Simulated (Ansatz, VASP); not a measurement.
## NaCl: VASP beside Ansatz

```
CELL_PARAMETERS angstrom
0.00000 2.81000 2.81000
2.81000 0.00000 2.81000
2.81000 2.81000 0.00000
ATOMIC_POSITIONS crystal
Na 0.99839 0.99537 0.00189
Cl 0.50104 0.50300 0.49877
```

Alike in both runs: task single point; functional PBE; k mesh 4 × 4 × 4; no spin polarisation.

```csv
,VASP,Ansatz
version,VASP 6.6.1,Ansatz 0.2.0
potentials or method,"VASP PAW PBE potentials, release 64 (Na_pv, Cl), cutoff 500 eV","plane waves, PAW"
occupations,"gaussian, width 0.01 eV",fixed
valence electrons in the cell,14,16
```

```tsv
	VASP	Ansatz	Ansatz less VASP
rms of the force components (eV/Å)	0.027	0.026	-0.0002
```

Atom by atom the forces differ by 0.000 eV/Å (rms over components). VASP's potentials hold 14 valence electrons a cell and Ansatz's 16, so a difference there can come from the potentials and not from the codes.

The k mesh is coarse, so the values compare programs but aren't converged.
